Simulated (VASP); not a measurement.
# SiC (P6_3mc) in VASP: further runs

SiC is run at these levels: r2SCAN; tasks: single point.

Everything below comes from runs of VASP 6.6.1. Logs are shortened: lines on timing, memory, paths and dates and some standing lists are left out, and cuts for length are marked.

**1. The cell of the first run**

It takes space group P6_3mc (No. 186, hexagonal). Conventional cell: a = 3.078 Å, b = 3.078 Å, c = 10.077 Å, α = 90.00°, β = 90.00°, γ = 120.00°. Si (site symmetry 3m) has 4 C at 1.89 Å within 2.5 Å. Si (site symmetry 3m) has 4 C at 1.88 to 1.89 Å within 2.5 Å. C (site symmetry 3m) has 4 Si at 1.88 to 1.89 Å within 2.5 Å. Within 2.5 Å of C (site symmetry 3m) lie 4 Si at 1.89 Å.

**2. Single point, r2SCAN**

Contents of POSCAR:

```
SiC
1.0
    3.0775597015      0.0000000000      0.0000000000
   -1.5387798507      2.6652448832      0.0000000000
    0.0000000000      0.0000000000     10.0767711512
Si C
4 4
Direct
    0.6666666667      0.3333333333      0.9378376193
    0.3333333333      0.6666666667      0.4378376193
    0.0000000000      0.0000000000      0.6878931814
    0.0000000000      0.0000000000      0.1878931814
    0.6666666667      0.3333333333      0.7498039783
    0.3333333333      0.6666666667      0.2498039783
    0.0000000000      0.0000000000      0.5004642210
    0.0000000000      0.0000000000      0.0004642210
```

Contents of INCAR.step1:

```
SYSTEM = SiC
ALGO = Normal ; EDIFF = 1E-4
ENCUT = 520 ; GGA = PE
ISMEAR = 0 ; LASPH = .True.
LCHARG = .False. ; LREAL = .False.
LWAVE = .True. ; NBANDS = 26
NELM = 100 ; PREC = Accurate
SIGMA = 0.01
```

Contents of INCAR.step2:

```
SYSTEM = SiC
ALGO = Normal ; EDIFF = 1E-6
ENCUT = 520 ; ISIF = 2
ISMEAR = 0 ; ISTART = 1
LASPH = .True. ; LCHARG = .False.
LMIXTAU = .True. ; LREAL = .False.
LWAVE = .False. ; METAGGA = R2SCAN
NBANDS = 26 ; NELM = 100
PREC = Accurate ; SIGMA = 0.01
```

Contents of KPOINTS:

```
k-points
0
Gamma
  12 12 4
  0 0 0
```

Potentials or basis: VASP PAW PBE potentials, release 64 (Si, C).

Command:

```
> cat potpaw_PBE.64/Si/POTCAR potpaw_PBE.64/C/POTCAR > POTCAR
> cp INCAR.step1 INCAR
> mpirun -np 1 vasp_std > vasp.out
> cp INCAR.step2 INCAR
> mpirun -np 1 vasp_std > vasp.out
```

OUTCAR:

```text
SYSTEM = SiC
   EDIFF = 1E-6
   ENCUT = 520
   ISIF = 2
   ISMEAR = 0
   ISTART = 1
   LASPH = .True.
   LREAL = .False.
   METAGGA = R2SCAN
   NELM = 100
   PREC = Accurate

 ion  position               nearest neighbor table
   1  0.667  0.333  0.938-   8 1.89   8 1.89   8 1.89   5 1.89   3 3.08   3 3.08   3 3.08   4 3.08
                             4 3.08   4 3.08
   2  0.333  0.667  0.438-   7 1.89   7 1.89   7 1.89   6 1.89   4 3.08   4 3.08   4 3.08   3 3.08
                             3 3.08   3 3.08
   3  0.000  0.000  0.688-   5 1.88   5 1.88   5 1.88   7 1.89   1 3.08   1 3.08   1 3.08   2 3.08
                             2 3.08   2 3.08
   4  0.000  0.000  0.188-   6 1.88   6 1.88   6 1.88   8 1.89   2 3.08   2 3.08   2 3.08   1 3.08
                             1 3.08   1 3.08
   5  0.667  0.333  0.750-   3 1.88   3 1.88   3 1.88   1 1.89
   6  0.333  0.667  0.250-   4 1.88   4 1.88   4 1.88   2 1.89
   7  0.000  0.000  0.500-   2 1.89   2 1.89   2 1.89   3 1.89
   8  0.000  0.000  0.000-   1 1.89   1 1.89   1 1.89   4 1.89

  LATTYP: Found a hexagonal cell.
 ALAT       =     3.0775597015
 C/A-ratio  =     3.2742731672

  Lattice vectors:

 A1 = (   3.0775597015,   0.0000000000,   0.0000000000)
 A2 = (  -1.5387798507,   2.6652448832,   0.0000000000)
 A3 = (   0.0000000000,   0.0000000000,  10.0767711512)

Analysis of symmetry for initial positions (statically):
=====================================================================
 Subroutine PRICEL returns:
 Original cell was already a primitive cell.

 Routine SETGRP: Setting up the symmetry group for a
 hexagonal supercell.

 Subroutine GETGRP returns: Found 12 space group operations
 (whereof  6 operations were pure point group operations)
 out of a pool of 24 trial point group operations.

The static configuration has the point symmetry C_3v.
 The point group associated with its full space group is C_6v.

Analysis of symmetry for dynamics (positions and initial velocities):
=====================================================================
 Subroutine PRICEL returns:
 Original cell was already a primitive cell.

 Routine SETGRP: Setting up the symmetry group for a
 hexagonal supercell.

 Subroutine GETGRP returns: Found 12 space group operations
 (whereof  6 operations were pure point group operations)
 out of a pool of 24 trial point group operations.

The dynamic configuration has the point symmetry C_3v.
 The point group associated with its full space group is C_6v.

 Subroutine INISYM returns: Found 12 space group operations
[... 111 lines left out ...]
   EDIFFG = 0.1E-04   stopping-criterion for IOM
   NSW    =      0    number of steps for IOM
   IBRION =     -1    ionic relax: 0-MD 1-quasi-New 2-CG
   NFREE  =      0    steps in history (QN), initial steepest desc. (CG)
   ISIF   =      2    stress and relaxation
   ISYM   =      2    0-nonsym 1-usesym 2-fastsym
   POTIM  = 0.5000    time-step for ionic-motion
   TEBEG  =    0.0;   TEEND  =   0.0 temperature during run
   PSTRESS=    0.0 pullay stress
   NELECT =      32.0000    total number of electrons
   NUPDOWN=      -1.0000    fix difference up-down
   EMIN   =  10.00;   EMAX   =-10.00  energy-range for DOS
   EFERMI =   0.00;   METHOD = LEGACY
   ISMEAR =     0;   SIGMA  =   0.01  broadening in eV -4-tet -1-fermi 0-gaus
   EFERMI_NEDOS =   21; number of points for ismear=-14 and -15
   IALGO  =     38    algorithm
   IMIX   =      4    mixing-type and parameters
     AMIX     =   0.40;   BMIX     =  1.00
     AMIX_MAG =   1.60;   BMIX_MAG =  1.00
  volume/ion in A,a.u.               =      10.33        69.72
  Fermi-wavevector in a.u.,A,eV,Ry     =   1.193172  2.254769 19.370072  1.423660
  Thomas-Fermi vector in A             =   2.329193
   LORBIT       =      0    0 simple, 1 ext, 2 COOP (PROOUT), +10 PAW based schemes
   METAGGA = R2SCAN    functional components
   LHFCALC =     F    Hartree Fock is set to
   AEXX    =    0.0000 exact exchange contribution
   IVDW    =     0    specifies the selected vdW correction
   LEPSILON=     F    determine dielectric tensor
   LRPA    =     F    only Hartree local field effects (RPA)
 non-spin polarized calculation
 Gauss-broadening in eV      SIGMA  =   0.01
  energy-cutoff  :      520.00
  volume of cell :       82.65
 maximum number of plane-waves:      2256
 NGX is ok and might be reduce to    24
   NGX = 11   NGY = 11   NGZ = 37

 number of electron      32.0000000 magnetization

 Free energy of the ion-electron system (eV)
  ---------------------------------------------------
  ext. energy  EPLUGINS =         0.00000000
  ---------------------------------------------------
  free energy    TOTEN  =       -77.30799181 eV

  energy without entropy =      -77.30799181  energy(sigma->0) =      -77.30799181

 E-fermi :   8.1271     XC(G=0): -11.9371

 val. band max:        8.0686309361   @ k =   0.0000   0.0000   0.0000
 cond. band min:      10.6779436364   @ k =   0.5000  -0.0000   0.0000
 fundamental gap:      2.6093127004
 Fermi energy:         8.1271434641

 k-point     1 :       0.0000    0.0000    0.0000
  band No.  band energies     occupation
      1      -8.2025      2.00000
      2      -6.9848      2.00000
      3      -6.9466      2.00000
      4      -4.5727      2.00000
      5      -0.8372      2.00000
      6       3.5003      2.00000
[... 685 lines left out ...]
     25      17.3951      0.00000
     26      17.9728      0.00000

 [... further k-points ...]
[... 5 lines left out ...]
  --------------------------------------------------------------------------------------
  -------------------------------------------------------------------------------------
  Total       -0.0940186     -0.0940186     -0.0992559     -0.0000000      0.0000000      0.0000000
  in kB       -1.8224658     -1.8224658     -1.9239859     -0.0000000      0.0000000      0.0000000
  external PRESSURE =      -1.8563059 kB  Pullay stress =       0.0000000 kB

 VOLUME and BASIS-vectors are now :
 -----------------------------------------------------------------------------
  energy-cutoff  :      520.00
  volume of cell :       82.65
      direct lattice vectors                 reciprocal lattice vectors
     3.077559701  0.000000000  0.000000000     0.324932770  0.187600022  0.000000000
    -1.538779851  2.665244883  0.000000000     0.000000000  0.375200045  0.000000000
     0.000000000  0.000000000 10.076771151     0.000000000  0.000000000  0.099238137

 POSITION                                       TOTAL-FORCE (eV/Angst)
 -----------------------------------------------------------------------------------
      1.53878      0.88841      9.45038        -0.000000      0.000000      0.001125
     -0.00000      1.77683      4.41199         0.000000     -0.000000      0.001125
      0.00000      0.00000      6.93174         0.000000      0.000000     -0.001382
      0.00000      0.00000      1.89336         0.000000     -0.000000     -0.001382
      1.53878      0.88841      7.55560        -0.000000     -0.000000      0.000250
     -0.00000      1.77683      2.51722         0.000000      0.000000      0.000250
      0.00000      0.00000      5.04306         0.000000     -0.000000      0.000006
      0.00000      0.00000      0.00468         0.000000     -0.000000      0.000006
 -----------------------------------------------------------------------------------
    total drift:                                0.000000      0.000000     -0.000639

  FREE ENERGIE OF THE ION-ELECTRON SYSTEM (eV)
  ---------------------------------------------------
  free  energy   TOTEN  =       -77.3079918097 eV

  energy  without entropy=      -77.3079918097  energy(sigma->0) =      -77.30799181
```

OUTCAR.step1:

```text
SYSTEM = SiC
   EDIFF = 1E-4
   ENCUT = 520
   GGA = PE
   ISMEAR = 0
   LASPH = .True.
   LREAL = .False.
   NELM = 100
[... 946 lines left out ...]
     -0.00000      1.77683      2.51722         0.000000     -0.000000      0.004124
      0.00000      0.00000      5.04306        -0.000000     -0.000000     -0.003498
      0.00000      0.00000      0.00468         0.000000     -0.000000     -0.003498
 -----------------------------------------------------------------------------------
    total drift:                               -0.000000     -0.000000     -0.001116

  FREE ENERGIE OF THE ION-ELECTRON SYSTEM (eV)
  ---------------------------------------------------
  free  energy   TOTEN  =       -60.2347560129 eV

  energy  without entropy=      -60.2347560129  energy(sigma->0) =      -60.23475601
```

OSZICAR.step1:

```text
N       E                     dE             d eps       ncg     rms          rms(c)
DAV:   1     0.702265416451E+02    0.70227E+02   -0.14516E+04  2964   0.112E+03
DAV:   2    -0.606652362564E+02   -0.13089E+03   -0.12159E+03  3968   0.190E+02
DAV:   3    -0.675814845287E+02   -0.69162E+01   -0.68671E+01  4044   0.406E+01
DAV:   4    -0.676680387241E+02   -0.86554E-01   -0.86445E-01  3862   0.534E+00
DAV:   5    -0.676695265498E+02   -0.14878E-02   -0.14871E-02  3954   0.666E-01    0.177E+01
DAV:   6    -0.604318760367E+02    0.72377E+01   -0.19374E+01  3778   0.193E+01    0.796E+00
DAV:   7    -0.602680311459E+02    0.16384E+00   -0.21139E+00  4064   0.652E+00    0.341E+00
DAV:   8    -0.602370299205E+02    0.31001E-01   -0.11264E-01  3630   0.160E+00    0.102E+00
DAV:   9    -0.602341761167E+02    0.28538E-02   -0.17004E-02  3778   0.704E-01    0.161E-01
DAV:  10    -0.602346751964E+02   -0.49908E-03   -0.14550E-03  3824   0.187E-01    0.780E-02
DAV:  11    -0.602347560129E+02   -0.80817E-04   -0.18202E-04  2720   0.861E-02
   1 F= -.60234756E+02 E0= -.60234756E+02  d E =-.894663E-24
```

It took 7.6 min on 1 thread of AMD EPYC 7R43 (Zen 3), shared host; peak memory 0.22 GiB.

Results:

```yaml
Free_energy: -77.3080 eV
Pressure: -0.2 GPa
Band_gap_on_the_k_mesh: 2.61 eV (least direct gap 3.79 eV)
```

Caveat: the PAW data sets were made with another functional, which shifts forces and pressure a little. A k mesh can miss the band edges.

**3. Single point, r2SCAN**

This run uses another cell than the first one, of 10.43 Å³/atom.

Contents of POSCAR:

```
SiC
1.0
    3.0867923807      0.0000000000      0.0000000000
   -1.5433961903      2.6732406179      0.0000000000
    0.0000000000      0.0000000000     10.1070014646
Si C
4 4
Direct
    0.6666666667      0.3333333333      0.9378447824
    0.3333333333      0.6666666667      0.4378447824
    0.0000000000      0.0000000000      0.6878888358
    0.0000000000      0.0000000000      0.1878888358
    0.6666666667      0.3333333333      0.7498000963
    0.3333333333      0.6666666667      0.2498000963
    0.0000000000      0.0000000000      0.5004652854
    0.0000000000      0.0000000000      0.0004652854
```

Contents of INCAR.step1:

```
SYSTEM = SiC
ALGO = Normal ; EDIFF = 1E-4
ENCUT = 520 ; GGA = PE
ISMEAR = 0 ; LASPH = .TRUE.
LCHARG = .FALSE. ; LREAL = .FALSE.
LWAVE = .TRUE. ; NBANDS = 26
NELM = 80 ; PREC = Accurate
SIGMA = 0.01
```

Contents of INCAR.step2:

```
SYSTEM = SiC
ALGO = Normal ; EDIFF = 1E-6
ENCUT = 520 ; ISIF = 2
ISMEAR = 0 ; ISTART = 1
LASPH = .TRUE. ; LCHARG = .FALSE.
LMIXTAU = .TRUE. ; LREAL = .FALSE.
LWAVE = .FALSE. ; METAGGA = R2SCAN
NBANDS = 26 ; NELM = 80
PREC = Accurate ; SIGMA = 0.01
```

Contents of KPOINTS:

```
k-points
0
G
  12 12 4
  0 0 0
```

Potentials or basis: VASP PAW PBE potentials, release 64 (Si, C).

Command:

```
> cat potpaw_PBE.64/Si/POTCAR potpaw_PBE.64/C/POTCAR > POTCAR
> cp INCAR.step1 INCAR
> mpirun -np 1 vasp_std > vasp.out
> cp INCAR.step2 INCAR
> mpirun -np 1 vasp_std > vasp.out
```

It took 8.5 min on 1 thread of AMD EPYC 7R43 (Zen 3), shared host; peak memory 0.22 GiB.

The run converged. Its results:

* Free energy: -77.3027 eV
* Pressure: -2.2 GPa
* Band gap on the k mesh: 2.60 eV (least direct gap 3.78 eV)

Levels at points of the mesh, in eV from the valence-band top:
```
           k point  band 14  band 15  band 16  band 17  band 18  band 19
(0.00, 0.00, 0.00)    -0.05     0.00     0.00     5.58     6.17     6.78
(0.50, 0.00, 0.00)    -2.32    -1.64    -1.18     2.60     2.76     4.69
(0.00, 0.00, 0.50)    -0.22    -0.22    -0.22     5.80     5.80     7.28
(0.50, 0.00, 0.50)    -2.56    -1.62    -1.62     3.04     3.04     4.67
```

Caveat: the PAW data sets were made with another functional, which shifts forces and pressure a little. A k mesh can miss the band edges.
